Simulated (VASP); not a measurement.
SnSe:

```
CELL_PARAMETERS angstrom
0.00000 3.39084 3.39084
3.39084 0.00000 3.39084
3.39084 3.39084 0.00000
ATOMIC_POSITIONS crystal
Sn 0.00000 0.00000 0.00000
Se 0.75000 0.75000 0.75000
```

| Item | Value |
| --- | --- |
| Program | VASP 6.6.1 |
| Task | relaxation of cell and atoms |
| Functional | PBEsol-based global hybrid with 25 % exact exchange |
| Potentials or basis | VASP PAW PBE potentials, release 64 (Sn_d, Se) |
| Cutoff | 600 eV |
| k mesh | 4 × 4 × 4 |
| Occupations | fermi-dirac, width 0.05 eV |
| Spin | no spin polarisation |

At the start: pressure -1.9 GPa; volume 38.99 Å³/atom.

**Question.** Where does the relaxation end?

**Answer.** Over 3 steps the energy falls by 13.8 meV/atom and the volume is 36.77 Å³/atom (-5.7 %); space group F-43m (No. 216, to 0.1 Å) before and after.

The path:
```csv
step,energy change (eV),largest force (eV/Å),pressure (GPa),volume (Å³)
1,0.0000,0.0000,-1.89,77.97
2,-0.0269,0.0000,0.33,72.90
3,-0.0276,0.0000,-0.01,73.54
```

Final structure:
```cif
data_structure
_symmetry_space_group_name_H-M 'P 1'
_symmetry_Int_Tables_number 1
_cell_length_a 4.7027
_cell_length_b 4.7027
_cell_length_c 4.7027
_cell_angle_alpha 60.000
_cell_angle_beta 60.000
_cell_angle_gamma 60.000
_cell_volume 73.54
loop_
_atom_site_label
_atom_site_type_symbol
_atom_site_fract_x
_atom_site_fract_y
_atom_site_fract_z
_atom_site_occupancy
Sn1 Sn 0.00000 0.00000 0.00000 1
Se1 Se 0.75000 0.75000 0.75000 1
```

Caveat: the PAW data sets were made with another functional, which shifts forces and pressure a little.
